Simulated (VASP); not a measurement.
# Mo (Pm-3n) in VASP: single point with PBE

Aim: the single point of Mo with PBE.

Everything below comes from runs of VASP 6.6.1. Logs are shortened: lines on timing, memory, paths and dates and some standing lists are left out, and cuts for length are marked.

## 1. The cell of the first run

It takes space group Pm-3n (No. 223, cubic). Conventional cell: a = 5.044 Å, b = 5.044 Å, c = 5.044 Å, α = 90.00°, β = 90.00°, γ = 90.00°. Within 3.7 Å of Mo (site symmetry m-3) lie 12 Mo at 2.82 Å. Within 3.3 Å of Mo (site symmetry -4m2) lie 14 Mo at 2.52 to 3.09 Å.

## 2. Single point, PBE

Input file INCAR:

```
SYSTEM = Mo
PREC = Accurate ; ENCUT = 520
EDIFF = 1E-6 ; ISMEAR = 0
SIGMA = 0.1 ; LREAL = .FALSE.
LASPH = .TRUE. ; NELM = 60
ALGO = Fast ; ISIF = 2
LWAVE = .FALSE. ; LCHARG = .FALSE.
GGA = PE ; NBANDS = 66
```

Input file KPOINTS:

```
regular mesh
0
G
  8 8 8
  0 0 0
```

Input file POSCAR:

```
Mo
1.0
    5.0442479461      0.0000000000      0.0000000000
    0.0000000000      5.0442479461      0.0000000000
    0.0000000000      0.0000000000      5.0442479461
Mo
8
Direct
    0.5000000000      0.5000000000      0.5000000000
    0.0000000000      0.0000000000      0.0000000000
    0.2500000000      0.0000000000      0.5000000000
    0.5000000000      0.2500000000      0.0000000000
    0.5000000000      0.7500000000      0.0000000000
    0.7500000000      0.0000000000      0.5000000000
    0.0000000000      0.5000000000      0.7500000000
    0.0000000000      0.5000000000      0.2500000000
```

Potentials or basis: VASP PAW PBE potentials, release 64 (Mo_sv).

On the command line:

```sh
cat potpaw_PBE.64/Mo_sv/POTCAR > POTCAR
mpirun -np 1 vasp_std > vasp.out
```

OUTCAR:

```text
SYSTEM = Mo
   PREC = Accurate
   ENCUT = 520
   EDIFF = 1E-6
   ISMEAR = 0
   LREAL = .FALSE.
   LASPH = .TRUE.
   NELM = 60
   ISIF = 2
   GGA = PE

 ion  position               nearest neighbor table
   1  0.500  0.500  0.500-   3 2.82   4 2.82   5 2.82   6 2.82   7 2.82   8 2.82   4 2.82   5 2.82
                             3 2.82   6 2.82   7 2.82   8 2.82
   2  0.000  0.000  0.000-   3 2.82   4 2.82   5 2.82   6 2.82   7 2.82   8 2.82   3 2.82   6 2.82
                             7 2.82   8 2.82   4 2.82   5 2.82
   3  0.250  0.000  0.500-   6 2.52   6 2.52   1 2.82   2 2.82   1 2.82   2 2.82   4 3.09   5 3.09
                             4 3.09   5 3.09   8 3.09   7 3.09   8 3.09   7 3.09
   4  0.500  0.250  0.000-   5 2.52   5 2.52   1 2.82   1 2.82   2 2.82   2 2.82   3 3.09   6 3.09
                             6 3.09   3 3.09   8 3.09   7 3.09   7 3.09   8 3.09
   5  0.500  0.750  0.000-   4 2.52   4 2.52   1 2.82   1 2.82   2 2.82   2 2.82   3 3.09   6 3.09
                             6 3.09   3 3.09   8 3.09   7 3.09   7 3.09   8 3.09
   6  0.750  0.000  0.500-   3 2.52   3 2.52   1 2.82   2 2.82   1 2.82   2 2.82   4 3.09   5 3.09
                             5 3.09   4 3.09   8 3.09   7 3.09   8 3.09   7 3.09
   7  0.000  0.500  0.750-   8 2.52   8 2.52   1 2.82   2 2.82   2 2.82   1 2.82   3 3.09   4 3.09
                             5 3.09   3 3.09   6 3.09   6 3.09   4 3.09   5 3.09
   8  0.000  0.500  0.250-   7 2.52   7 2.52   1 2.82   2 2.82   2 2.82   1 2.82   3 3.09   4 3.09
                             5 3.09   3 3.09   6 3.09   6 3.09   4 3.09   5 3.09

  LATTYP: Found a simple cubic cell.
 ALAT       =     5.0442479461

  Lattice vectors:

 A1 = (   5.0442479461,   0.0000000000,   0.0000000000)
 A2 = (   0.0000000000,   5.0442479461,   0.0000000000)
 A3 = (   0.0000000000,   0.0000000000,   5.0442479461)

Analysis of symmetry for initial positions (statically):
=====================================================================
 Subroutine PRICEL returns:
 Original cell was already a primitive cell.

 Routine SETGRP: Setting up the symmetry group for a
 simple cubic supercell.

 Subroutine GETGRP returns: Found 48 space group operations
 (whereof 24 operations were pure point group operations)
 out of a pool of 48 trial point group operations.

The static configuration has the point symmetry T_h .
 The point group associated with its full space group is O_h .

Analysis of symmetry for dynamics (positions and initial velocities):
=====================================================================
 Subroutine PRICEL returns:
 Original cell was already a primitive cell.

 Routine SETGRP: Setting up the symmetry group for a
 simple cubic supercell.

[... 128 lines left out ...]
   NELECT =     112.0000    total number of electrons
   NUPDOWN=      -1.0000    fix difference up-down
   EMIN   =  10.00;   EMAX   =-10.00  energy-range for DOS
   EFERMI =   0.00;   METHOD = LEGACY
   ISMEAR =     0;   SIGMA  =   0.10  broadening in eV -4-tet -1-fermi 0-gaus
   EFERMI_NEDOS =   21; number of points for ismear=-14 and -15
   IALGO  =     68    algorithm
   IMIX   =      4    mixing-type and parameters
     AMIX     =   0.40;   BMIX     =  1.00
     AMIX_MAG =   1.60;   BMIX_MAG =  1.00
  volume/ion in A,a.u.               =      16.04       108.27
  Fermi-wavevector in a.u.,A,eV,Ry     =   1.564412  2.956310 33.298684  2.447384
  Thomas-Fermi vector in A             =   2.667039
   LORBIT       =      0    0 simple, 1 ext, 2 COOP (PROOUT), +10 PAW based schemes
   GGA     = PE    functional components
   LHFCALC =     F    Hartree Fock is set to
   AEXX    =    0.0000 exact exchange contribution
   IVDW    =     0    specifies the selected vdW correction
   LEPSILON=     F    determine dielectric tensor
   LRPA    =     F    only Hartree local field effects (RPA)
 non-spin polarized calculation
 RMM-DIIS sequential band-by-band and
 Gauss-broadening in eV      SIGMA  =   0.10
  energy-cutoff  :      520.00
  volume of cell :      128.35
 maximum number of plane-waves:      3483
 NGX is ok and might be reduce to    40
   NGX = 19   NGY = 19   NGZ = 19

 number of electron     112.0000044 magnetization

 Free energy of the ion-electron system (eV)
  ---------------------------------------------------
  ext. energy  EPLUGINS =         0.00000000
  ---------------------------------------------------
  free energy    TOTEN  =       -86.73690290 eV

  energy without entropy =      -86.71397531  energy(sigma->0) =      -86.72543910

 E-fermi :  11.9323     XC(G=0): -13.2323

 val. band max:       11.9116345596   @ k =   0.5000   0.2500   0.2500
 cond. band min:      11.9351558989   @ k =   0.2500   0.0000   0.0000
 fundamental gap:      0.0235213393
 Fermi energy:        11.9322752562

 k-point     1 :       0.0000    0.0000    0.0000
  band No.  band energies     occupation
      1     -49.1559      2.00000
      2     -49.0409      2.00000
      3     -49.0409      2.00000
      4     -48.8024      2.00000
      5     -48.8024      2.00000
      6     -48.8024      2.00000
[... 1645 lines left out ...]
     65      13.9020      0.00000
     66      14.2590      0.00000

 [... further k-points ...]

------------------------ aborting loop because EDIFF is reached ----------------------------------------

  FORCE on cell =-STRESS in cart. coord.  units (eV):
  Direction    XX          YY          ZZ          XY          YZ          ZX
  --------------------------------------------------------------------------------------
  -------------------------------------------------------------------------------------
  Total        0.3897029      0.3897029      0.3897029     -0.0000000     -0.0000000     -0.0000000
  in kB        4.8646881      4.8646881      4.8646881     -0.0000000     -0.0000000     -0.0000000
  external PRESSURE =       4.8646881 kB  Pullay stress =       0.0000000 kB

 VOLUME and BASIS-vectors are now :
 -----------------------------------------------------------------------------
  energy-cutoff  :      520.00
  volume of cell :      128.35
      direct lattice vectors                 reciprocal lattice vectors
     5.044247946  0.000000000  0.000000000     0.198245608  0.000000000  0.000000000
     0.000000000  5.044247946  0.000000000     0.000000000  0.198245608  0.000000000
     0.000000000  0.000000000  5.044247946     0.000000000  0.000000000  0.198245608

 POSITION                                       TOTAL-FORCE (eV/Angst)
 -----------------------------------------------------------------------------------
      2.52212      2.52212      2.52212         0.000000     -0.000000     -0.000000
      0.00000      0.00000      0.00000         0.000000     -0.000000     -0.000000
      1.26106      0.00000      2.52212         0.000000      0.000000      0.000000
      2.52212      1.26106      0.00000         0.000000      0.000000     -0.000000
      2.52212      3.78319      0.00000        -0.000000     -0.000000      0.000000
      3.78319      0.00000      2.52212        -0.000000     -0.000000     -0.000000
      0.00000      2.52212      3.78319         0.000000     -0.000000     -0.000000
      0.00000      2.52212      1.26106        -0.000000     -0.000000      0.000000
 -----------------------------------------------------------------------------------
    total drift:                                0.000000     -0.000000      0.000000

  FREE ENERGIE OF THE ION-ELECTRON SYSTEM (eV)
  ---------------------------------------------------
  free  energy   TOTEN  =       -86.7369028997 eV

  energy  without entropy=      -86.7139753052  energy(sigma->0) =      -86.72543910
```

OSZICAR:

```text
N       E                     dE             d eps       ncg     rms          rms(c)
DAV:   1     0.144948399677E+04    0.14495E+04   -0.69234E+04  4620   0.179E+03
DAV:   2    -0.292065791483E+02   -0.14787E+04   -0.14408E+04  4970   0.569E+02
DAV:   3    -0.904115700504E+02   -0.61205E+02   -0.58112E+02  6188   0.103E+02
DAV:   4    -0.920164467170E+02   -0.16049E+01   -0.15739E+01  5608   0.131E+01
DAV:   5    -0.920568077528E+02   -0.40361E-01   -0.40209E-01  5608   0.197E+00    0.400E+01
RMM:   6    -0.873495864490E+02    0.47072E+01   -0.98982E+00  4628   0.148E+01    0.122E+01
RMM:   7    -0.867122361302E+02    0.63735E+00   -0.51023E+00  4838   0.875E+00    0.352E+00
RMM:   8    -0.867529630404E+02   -0.40727E-01   -0.89150E-01  5987   0.272E+00    0.212E+00
RMM:   9    -0.867363780462E+02    0.16585E-01   -0.16638E-01  5585   0.157E+00    0.629E-01
RMM:  10    -0.867361188571E+02    0.25919E-03   -0.43848E-02  6064   0.653E-01    0.125E-01
RMM:  11    -0.867370173067E+02   -0.89845E-03   -0.10969E-02  6570   0.274E-01    0.122E-01
RMM:  12    -0.867368640419E+02    0.15326E-03   -0.16287E-03  5807   0.122E-01    0.289E-02
RMM:  13    -0.867368931845E+02   -0.29143E-04   -0.45911E-04  6435   0.532E-02    0.130E-02
RMM:  14    -0.867368997041E+02   -0.65196E-05   -0.11639E-04  5887   0.240E-02    0.400E-03
RMM:  15    -0.867369008588E+02   -0.11547E-05   -0.27072E-05  4768   0.115E-02    0.236E-03
RMM:  16    -0.867369023668E+02   -0.15080E-05   -0.96679E-06  3841   0.495E-03    0.117E-03
RMM:  17    -0.867369028997E+02   -0.53285E-06   -0.28416E-06  3409   0.256E-03
   1 F= -.86736903E+02 E0= -.86725439E+02  d E =-.229276E-01
```

Wall time 4 min (1 thread of Intel Xeon Platinum 8488C (Sapphire Rapids), shared host); peak memory 0.36 GiB.

Results:

| Property | Result |
| --- | --- |
| Free energy | -86.7369 eV |
| Pressure | 0.5 GPa |
| Band gap on the k mesh | zero (band 56 reaches 12.21 eV, above the bottom of band 57 at 11.40 eV) |
